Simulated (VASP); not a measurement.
# MoSe (F-43m) in VASP: further runs

Runs on MoSe. Level: PBE. Tasks: single point.

Everything below comes from runs of VASP 6.6.1. Logs are shortened: lines on timing, memory, paths and dates and some standing lists are left out, and cuts for length are marked.

## 1. The cell of the first run

The structure is cubic, space group F-43m (No. 216). Conventional cell: a = 5.681 Å, b = 5.681 Å, c = 5.681 Å, α = 90.00°, β = 90.00°, γ = 90.00°. Within 3.2 Å of Mo (site symmetry -43m) lie 4 Se at 2.46 Å. Se (site symmetry -43m) has 4 Mo at 2.46 Å within 3.2 Å.

## 2. Single point, PBE, collinear spin, ferromagnetic start

INCAR

```
SYSTEM = MoSe
PREC     = Accurate       ! precision mode
ENCUT    = 520            ! plane-wave cutoff, eV
EDIFF    = 1E-6           ! SCF threshold, eV
ISMEAR   = 0              ! smearing method
SIGMA    = 0.05           ! smearing width, eV
LREAL    = .FALSE.        ! projectors in reciprocal space
LASPH    = .TRUE.         ! aspherical terms in the spheres
NELM     = 150            ! most SCF steps
ALGO     = Normal         ! electronic algorithm
ISIF     = 2              ! what is computed and relaxed
LWAVE    = .FALSE.        ! write WAVECAR
LCHARG   = .FALSE.        ! write CHGCAR
ISPIN    = 2              ! spin polarisation
MAGMOM   = 0.97 0         ! initial moments
LORBIT   = 11             ! projections on sites
LMAXMIX  = 4              ! l up to which the mixer works
GGA      = PE             ! functional
NBANDS   = 21             ! bands
```

KPOINTS

```
regular mesh
0
G
  10 10 10
  0 0 0
```

POSCAR

```
MoSe
1.0
    0.0000000000      2.8405191460      2.8405191460
    2.8405191460      0.0000000000      2.8405191460
    2.8405191460      2.8405191460      0.0000000000
Mo Se
1 1
Direct
    0.0000000000      0.0000000000      0.0000000000
    0.2500000000      0.2500000000      0.2500000000
```

Potentials or basis: VASP PAW PBE potentials, release 64 (Mo_sv, Se).

The run is started by

```console
$ cat potpaw_PBE.64/Mo_sv/POTCAR potpaw_PBE.64/Se/POTCAR > POTCAR
$ mpirun -np 1 vasp_std > vasp.out
```

OUTCAR:

```text
SYSTEM = MoSe
   PREC = Accurate
   ENCUT = 520
   EDIFF = 1E-6
   ISMEAR = 0
   LREAL = .FALSE.
   LASPH = .TRUE.
   NELM = 150
   ISIF = 2
   ISPIN = 2
   LORBIT = 11
   GGA = PE

 ion  position               nearest neighbor table
   1  0.000  0.000  0.000-   2 2.46   2 2.46   2 2.46   2 2.46
   2  0.250  0.250  0.250-   1 2.46   1 2.46   1 2.46   1 2.46

  LATTYP: Found a face centered cubic cell.
 ALAT       =     5.6810382920

  Lattice vectors:

 A1 = (   0.0000000000,   2.8405191460,   2.8405191460)
 A2 = (   2.8405191460,   0.0000000000,   2.8405191460)
 A3 = (   2.8405191460,   2.8405191460,   0.0000000000)

Analysis of symmetry for initial positions (statically):
=====================================================================
 Subroutine PRICEL returns:
 Original cell was already a primitive cell.

 Routine SETGRP: Setting up the symmetry group for a
 face centered cubic supercell.

 Subroutine GETGRP returns: Found 24 space group operations
 (whereof 24 operations were pure point group operations)
 out of a pool of 48 trial point group operations.

The static configuration has the point symmetry T_d .

Analysis of symmetry for dynamics (positions and initial velocities):
=====================================================================
 Subroutine PRICEL returns:
 Original cell was already a primitive cell.

 Routine SETGRP: Setting up the symmetry group for a
 face centered cubic supercell.

 Subroutine GETGRP returns: Found 24 space group operations
 (whereof 24 operations were pure point group operations)
 out of a pool of 48 trial point group operations.

The dynamic configuration has the point symmetry T_d .

Analysis of structural, dynamic, and magnetic symmetry:
=====================================================================
 Subroutine PRICEL returns:
 Original cell was already a primitive cell.

 Routine SETGRP: Setting up the symmetry group for a
 face centered cubic supercell.

 Subroutine GETGRP returns: Found 24 space group operations
 (whereof 24 operations were pure point group operations)
 out of a pool of 48 trial point group operations.

The overall configuration has the point symmetry T_d .

 Subroutine INISYM returns: Found 24 space group operations
 (whereof 24 operations are pure point group operations),
 and found     1 'primitive' translations

----------------------------------------------------------------------------------------

                                     Primitive cell

  volume of cell :      45.8377

  direct lattice vectors                    reciprocal lattice vectors
     0.000000000  2.840519146  2.840519146    -0.176024161  0.176024161  0.176024161
     2.840519146  0.000000000  2.840519146     0.176024161 -0.176024161  0.176024161
     2.840519146  2.840519146  0.000000000     0.176024161  0.176024161 -0.176024161

  length of vectors
     4.017100700  4.017100700  4.017100700     0.304882791  0.304882791  0.304882791

  position of ions in fractional coordinates (direct lattice)
     0.000000000  0.000000000  0.000000000
     0.250000000  0.250000000  0.250000000

  ion indices of the primitive-cell ions
   primitive index   ion index
                 1           1
                 2           2

----------------------------------------------------------------------------------------

 KPOINTS: regular mesh

Automatic generation of k-mesh.
 Grid dimensions read from file:
 generate k-points for:   10   10   10

 Generating k-lattice:

  Cartesian coordinates                     Fractional coordinates (reciprocal lattice)
    -0.017602416  0.017602416  0.017602416     0.100000000  0.000000000  0.000000000
     0.017602416 -0.017602416  0.017602416     0.000000000  0.100000000  0.000000000
     0.017602416  0.017602416 -0.017602416     0.000000000  0.000000000  0.100000000

  Length of vectors
     0.030488279  0.030488279  0.030488279

  Shift w.r.t. Gamma in fractional coordinates (k-lattice)
     0.000000000  0.000000000  0.000000000

 Subroutine IBZKPT returns following result:
 ===========================================

 Found     47 irreducible k-points:

 Following reciprocal coordinates:
            Coordinates               Weight
  0.000000  0.000000  0.000000      1.000000
  0.100000  0.000000  0.000000      8.000000
  0.200000  0.000000  0.000000      8.000000
  0.300000  0.000000  0.000000      8.000000
  0.400000  0.000000  0.000000      8.000000
  0.500000  0.000000  0.000000      4.000000
[... 16 lines left out ...]
  0.300000  0.300000  0.000000      6.000000
  0.400000  0.300000  0.000000     24.000000
 [... further k-points ...]
   k-points           NKPTS =     47   k-points in BZ     NKDIM =     47   number of bands    NBANDS=     21
   number of dos      NEDOS =    301   number of ions     NIONS =      2
   total plane-waves  NPLWV =  27000
   dimension x,y,z NGX =    30 NGY =   30 NGZ =   30
   dimension x,y,z NGXF=    60 NGYF=   60 NGZF=   60
[... 35 lines left out ...]
  Fermi-wavevector in a.u.,A,eV,Ry     =   1.241682  2.346439 20.977117  1.541775
  Thomas-Fermi vector in A             =   2.376069
   LORBIT       =     11    0 simple, 1 ext, 2 COOP (PROOUT), +10 PAW based schemes
   GGA     = PE    functional components
   LHFCALC =     F    Hartree Fock is set to
   AEXX    =    0.0000 exact exchange contribution
   IVDW    =     0    specifies the selected vdW correction
   LEPSILON=     F    determine dielectric tensor
   LRPA    =     F    only Hartree local field effects (RPA)
 spin polarized calculation
 Gauss-broadening in eV      SIGMA  =   0.05
  energy-cutoff  :      520.00
  volume of cell :       45.84
 maximum number of plane-waves:      1258
 NGX is ok and might be reduce to    30
   NGX = 15   NGY = 15   NGZ = 15

 number of electron      19.9999999 magnetization       1.1757018

 Free energy of the ion-electron system (eV)
  ---------------------------------------------------
  ext. energy  EPLUGINS =         0.00000000
  ---------------------------------------------------
  free energy    TOTEN  =       -13.49468660 eV

  energy without entropy =      -13.49096070  energy(sigma->0) =      -13.49282365

 E-fermi :   6.2299     XC(G=0): -10.2334

 val. band max:        6.1919307863   @ k =  -0.4000   0.1000   0.0000
 cond. band min:       6.2341633875   @ k =   0.5000   0.2000   0.1000
 fundamental gap:      0.0422326012
 Fermi energy:         6.2299292196

 spin component 1

 k-point     1 :       0.0000    0.0000    0.0000
  band No.  band energies     occupation
      1     -54.9690      1.00000
      2     -29.1425      1.00000
      3     -29.1425      1.00000
      4     -29.1425      1.00000
      5      -8.5026      1.00000
      6       1.2485      1.00000
[... 13 lines left out ...]
     20      19.1651      0.00000
     21      19.1651      0.00000

 k-point     2 :       0.1000    0.0000    0.0000
  band No.  band energies     occupation
      1     -54.9688      1.00000
      2     -29.1477      1.00000
      3     -29.1432      1.00000
      4     -29.1432      1.00000
      5      -8.4441      1.00000
      6       1.1270      1.00000
[... 520 lines left out ...]
 k-point    24 :       0.4000    0.3000    0.0000
  band No.  band energies     occupation
      1     -54.9662      1.00000
      2     -29.1866      1.00000
      3     -29.1586      1.00000
      4     -29.1571      1.00000
      5      -7.8289      1.00000
      6       0.2984      1.00000
[... 13 lines left out ...]
     20      21.4257      0.00000
     21      22.2415      0.00000

 [... further k-points ...]

 spin component 2

 k-point     1 :       0.0000    0.0000    0.0000
  band No.  band energies     occupation
      1     -54.3215      1.00000
      2     -28.4267      1.00000
      3     -28.4267      1.00000
      4     -28.4267      1.00000
      5      -8.4662      1.00000
      6       1.4671      1.00000
[... 13 lines left out ...]
     20      19.3596      0.00000
     21      19.3596      0.00000

 k-point     2 :       0.1000    0.0000    0.0000
  band No.  band energies     occupation
      1     -54.3212      1.00000
      2     -28.4321      1.00000
      3     -28.4275      1.00000
      4     -28.4275      1.00000
      5      -8.4091      1.00000
      6       1.3394      1.00000
[... 520 lines left out ...]
 k-point    24 :       0.4000    0.3000    0.0000
  band No.  band energies     occupation
      1     -54.3185      1.00000
      2     -28.4731      1.00000
      3     -28.4434      1.00000
      4     -28.4419      1.00000
      5      -7.8097      1.00000
      6       0.5329      1.00000
[... 13 lines left out ...]
     20      21.7147      0.00000
     21      22.4552      0.00000

 [... further k-points ...]
[... 5 lines left out ...]
  --------------------------------------------------------------------------------------
  -------------------------------------------------------------------------------------
  Total        0.0212139      0.0212139      0.0212139     -0.0000000     -0.0000000      0.0000000
  in kB        0.7414937      0.7414937      0.7414937     -0.0000000     -0.0000000      0.0000000
  external PRESSURE =       0.7414937 kB  Pullay stress =       0.0000000 kB

 VOLUME and BASIS-vectors are now :
 -----------------------------------------------------------------------------
  energy-cutoff  :      520.00
  volume of cell :       45.84
      direct lattice vectors                 reciprocal lattice vectors
     0.000000000  2.840519146  2.840519146    -0.176024161  0.176024161  0.176024161
     2.840519146  0.000000000  2.840519146     0.176024161 -0.176024161  0.176024161
     2.840519146  2.840519146  0.000000000     0.176024161  0.176024161 -0.176024161

 POSITION                                       TOTAL-FORCE (eV/Angst)
 -----------------------------------------------------------------------------------
      0.00000      0.00000      0.00000        -0.000000      0.000000      0.000000
      1.42026      1.42026      1.42026         0.000000     -0.000000     -0.000000
 -----------------------------------------------------------------------------------
    total drift:                                0.000000      0.000000      0.000000

  FREE ENERGIE OF THE ION-ELECTRON SYSTEM (eV)
  ---------------------------------------------------
  free  energy   TOTEN  =       -13.4946865990 eV

  energy  without entropy=      -13.4909607007  energy(sigma->0) =      -13.49282365

 total charge

# of ion       s       p       d       tot
------------------------------------------
    1        2.258   6.100   4.071  12.429
    2        1.428   2.412   0.130   3.969
--------------------------------------------------
tot          3.686   8.511   4.200  16.398

 magnetization (x)

# of ion       s       p       d       tot
------------------------------------------
    1        0.028   0.011   1.002   1.041
    2       -0.004  -0.031   0.019  -0.017
--------------------------------------------------
tot          0.023  -0.021   1.021   1.024
```

Wall time 78 s (1 thread of Intel Xeon Platinum 8259CL at 2.50GHz (Skylake/Cascade Lake), shared host); peak memory 0.23 GiB.

Results:

* Free energy: -13.4947 eV
* Pressure: 0.1 GPa
* Net moment: 1.18 μB per cell
* Site moments: Mo +1.04; Se -0.02 μB
* Valence electrons inside the program's atomic spheres: Mo 12.43; Se 3.97

## 3. Single point, PBE, collinear spin, ferromagnetic start

INCAR

```
SYSTEM = MoSe
ALGO = Normal ; EDIFF = 1E-6
ENCUT = 520 ; GGA = PE
ISIF = 2 ; ISMEAR = 0
ISPIN = 2 ; LASPH = .TRUE.
LCHARG = .FALSE. ; LMAXMIX = 4
LORBIT = 11 ; LREAL = .FALSE.
LWAVE = .FALSE. ; MAGMOM = 0.5 0
NBANDS = 21 ; NELM = 150
PREC = Accurate ; SIGMA = 0.05
```

KPOINTS

```
k-points
0
G
  10 10 10
  0 0 0
```

POSCAR is that of step 2.

Potentials or basis: VASP PAW PBE potentials, release 64 (Mo_sv, Se).

The run is started by

```console
$ cat potpaw_PBE.64/Mo_sv/POTCAR potpaw_PBE.64/Se/POTCAR > POTCAR
$ mpirun -np 1 vasp_std > vasp.out
```

Run time: 84 s. Hardware: 1 thread of Intel Xeon Platinum 8259CL at 2.50GHz (Skylake/Cascade Lake), shared host; peak memory 0.23 GiB.

Results (log left out):

* Free energy: -13.4708 eV
* Pressure: -1.5 GPa
* Net moment: 0.33 μB per cell
* Site moments: Mo +0.31; Se -0.01 μB
* Valence electrons inside the program's atomic spheres: Mo 12.45; Se 3.96

Levels at points of the mesh, in eV from the Fermi level:
Spin up:
| k point | band 6 | band 7 | band 8 | band 9 | band 10 | band 11 | band 12 | band 13 | band 14 | band 15 |
| --- | --- | --- | --- | --- | --- | --- | --- | --- | --- | --- |
| (0.00, 0.00, 0.00) | -4.85 | -4.85 | -4.85 | -0.65 | -0.65 | 1.23 | 4.15 | 4.15 | 4.15 | 7.54 |
| (0.50, 0.00, 0.00) | -5.52 | -4.48 | -4.48 | -0.32 | -0.32 | -0.09 | 2.20 | 2.20 | 3.79 | 8.09 |
| (0.50, 0.50, 0.00) | -5.98 | -3.79 | -3.79 | -1.45 | -0.02 | 0.10 | 0.67 | 0.67 | 5.82 | 7.24 |
Spin down:
```
           k point  band 8  band 9  band 10  band 11  band 12  band 13
(0.00, 0.00, 0.00)   -4.79   -0.37    -0.37     1.28     4.24     4.24
(0.50, 0.00, 0.00)   -4.41   -0.05    -0.05     0.05     2.30     2.30
(0.50, 0.50, 0.00)   -3.76   -1.35     0.22     0.41     0.81     0.81
```

## 4. Single point, PBE, collinear spin, ferromagnetic start

INCAR

```
SYSTEM = MoSe
PREC = Accurate ; ENCUT = 520
EDIFF = 1E-7 ; ISMEAR = 0
SIGMA = 0.05 ; LREAL = .FALSE.
LASPH = .TRUE. ; NELM = 150
ALGO = Normal ; ISIF = 2
LWAVE = .FALSE. ; LCHARG = .FALSE.
ISPIN = 2 ; MAGMOM = 0.91 0
LORBIT = 11 ; LMAXMIX = 4
GGA = PE ; NBANDS = 21
```

KPOINTS

```
Automatic mesh
0
G
  10 10 10
  0 0 0
```

POSCAR is that of step 3.

The run is started by

```console
$ cat potpaw_PBE.64/Mo_sv/POTCAR potpaw_PBE.64/Se/POTCAR > POTCAR
$ mpirun -np 1 vasp_std > vasp.out
```

Wall time 79 s (1 thread of Intel Xeon Platinum 8259CL at 2.50GHz (Skylake/Cascade Lake), shared host); peak memory 0.23 GiB.

It converged, with:

```yaml
Free_energy: -13.4947 eV
Pressure: 0.1 GPa
Net_moment: 1.18 μB per cell
Site_moments: Mo +1.04; Se -0.02 μB
Valence_electrons_inside_the_program's_atomic_spheres: Mo 12.43; Se 3.97
```

Levels at points of the mesh, in eV from the Fermi level:
Spin up:
| k point | band 7 | band 8 | band 9 | band 10 | band 11 | band 12 | band 13 | band 14 |
| --- | --- | --- | --- | --- | --- | --- | --- | --- |
| (0.00, 0.00, 0.00) | -4.98 | -4.98 | -1.07 | -1.07 | 1.11 | 3.99 | 3.99 | 3.99 |
| (0.50, 0.00, 0.00) | -4.62 | -4.62 | -0.72 | -0.72 | -0.33 | 2.01 | 2.01 | 3.65 |
| (0.50, 0.50, 0.00) | -3.90 | -3.90 | -1.64 | -0.37 | -0.36 | 0.44 | 0.44 | 5.64 |
Spin down:
| k point | band 5 | band 6 | band 7 | band 8 | band 9 | band 10 | band 11 | band 12 | band 13 | band 14 |
| --- | --- | --- | --- | --- | --- | --- | --- | --- | --- | --- |
| (0.00, 0.00, 0.00) | -14.70 | -4.76 | -4.76 | -4.76 | -0.06 | -0.06 | 1.31 | 4.28 | 4.28 | 4.28 |
| (0.50, 0.00, 0.00) | -14.08 | -5.47 | -4.38 | -4.38 | 0.15 | 0.23 | 0.23 | 2.37 | 2.37 | 3.91 |
| (0.50, 0.50, 0.00) | -13.87 | -5.87 | -3.76 | -3.76 | -1.29 | 0.46 | 0.75 | 0.90 | 0.90 | 5.98 |

## 5. Single point, PBE, collinear spin, ferromagnetic start

INCAR

```
SYSTEM = MoSe
PREC = Accurate ; ENCUT = 520
EDIFF = 1E-6 ; ISMEAR = -4
SIGMA = 0.1 ; LREAL = .False.
LASPH = .True. ; NELM = 150
ALGO = Normal ; ISIF = 2
LWAVE = .False. ; LCHARG = .False.
ISPIN = 2 ; MAGMOM = 3 0
LORBIT = 11 ; LMAXMIX = 4
GGA = PE ; NBANDS = 21
```

KPOINTS

```
Automatic mesh
0
Gamma
  10 10 10
  0 0 0
```

POSCAR is that of step 4.

The run is started by

```console
$ cat potpaw_PBE.64/Mo_sv/POTCAR potpaw_PBE.64/Se/POTCAR > POTCAR
$ mpirun -np 1 vasp_std > vasp.out
```

It took 72 s on 1 thread of Intel Xeon Platinum 8259CL at 2.50GHz (Skylake/Cascade Lake), shared host; peak memory 0.23 GiB.

Results (log left out):

| Quantity | Value |
| --- | --- |
| Free energy | -13.4691 eV |
| Pressure | 0.1 GPa |
| Net moment | 1.16 μB per cell |
| Site moments | Mo +1.03; Se -0.01 μB |
| Valence electrons inside the program's atomic spheres | Mo 12.43; Se 3.97 |

Levels at points of the mesh, in eV from the Fermi level:
Spin up:
```csv
k point,band 8,band 9,band 10,band 11,band 12,band 13
"(0.00, 0.00, 0.00)",-4.99,-1.06,-1.06,1.10,3.99,3.99
"(0.50, 0.00, 0.00)",-4.63,-0.71,-0.71,-0.34,2.01,2.01
"(0.50, 0.50, 0.00)",-3.90,-1.65,-0.36,-0.35,0.44,0.44
```
Spin down:
| k point | band 5 | band 6 | band 7 | band 8 | band 9 | band 10 | band 11 | band 12 | band 13 | band 14 |
| --- | --- | --- | --- | --- | --- | --- | --- | --- | --- | --- |
| (0.00, 0.00, 0.00) | -14.70 | -4.77 | -4.77 | -4.77 | -0.08 | -0.08 | 1.31 | 4.28 | 4.28 | 4.28 |
| (0.50, 0.00, 0.00) | -14.08 | -5.48 | -4.38 | -4.38 | 0.14 | 0.21 | 0.21 | 2.36 | 2.36 | 3.91 |
| (0.50, 0.50, 0.00) | -13.88 | -5.87 | -3.76 | -3.76 | -1.29 | 0.45 | 0.74 | 0.90 | 0.90 | 5.97 |

## 6. Single point, PBE, collinear spin, ferromagnetic start

INCAR

```
  PREC = Accurate
  ENCUT = 520
  EDIFF = 1E-7
  ISMEAR = 0
  SIGMA = 0.05
  LREAL = F
  LASPH = T
  NELM = 150
  ALGO = Normal
  ISIF = 2
  LWAVE = F
  LCHARG = F
  ISPIN = 2
  MAGMOM = 3 0
  LORBIT = 11
  LMAXMIX = 4
  GGA = PE
  NBANDS = 21
```

KPOINTS

```
Automatic mesh
0
Gamma
  10 10 10
```

POSCAR is that of step 5.

Potentials or basis: VASP PAW PBE potentials, release 64 (Mo_sv, Se).

The run is started by

```console
$ cat potpaw_PBE.64/Mo_sv/POTCAR potpaw_PBE.64/Se/POTCAR > POTCAR
$ mpirun -np 1 vasp_std > vasp.out
```

Run time: 83 s. Hardware: 1 thread of Intel Xeon Platinum 8259CL at 2.50GHz (Skylake/Cascade Lake), shared host; peak memory 0.23 GiB.

It converged, with:

```
Free energy                                           : -13.4947 eV
Pressure                                              : 0.1 GPa
Net moment                                            : 1.18 μB per cell
Site moments                                          : Mo +1.04; Se -0.02 μB
Valence electrons inside the program's atomic spheres : Mo 12.43; Se 3.97
```

Levels at points of the mesh, in eV from the Fermi level:
Spin up:
```csv
k point,band 8,band 9,band 10,band 11,band 12,band 13
"(0.00, 0.00, 0.00)",-4.98,-1.07,-1.07,1.11,3.99,3.99
"(0.50, 0.00, 0.00)",-4.62,-0.72,-0.72,-0.33,2.01,2.01
"(0.50, 0.50, 0.00)",-3.90,-1.65,-0.37,-0.36,0.44,0.44
```
Spin down:
```csv
k point,band 5,band 6,band 7,band 8,band 9,band 10,band 11,band 12,band 13,band 14
"(0.00, 0.00, 0.00)",-14.70,-4.76,-4.76,-4.76,-0.06,-0.06,1.31,4.28,4.28,4.28
"(0.50, 0.00, 0.00)",-14.08,-5.47,-4.38,-4.38,0.15,0.23,0.23,2.37,2.37,3.91
"(0.50, 0.50, 0.00)",-13.87,-5.87,-3.76,-3.76,-1.29,0.46,0.75,0.90,0.90,5.98
```
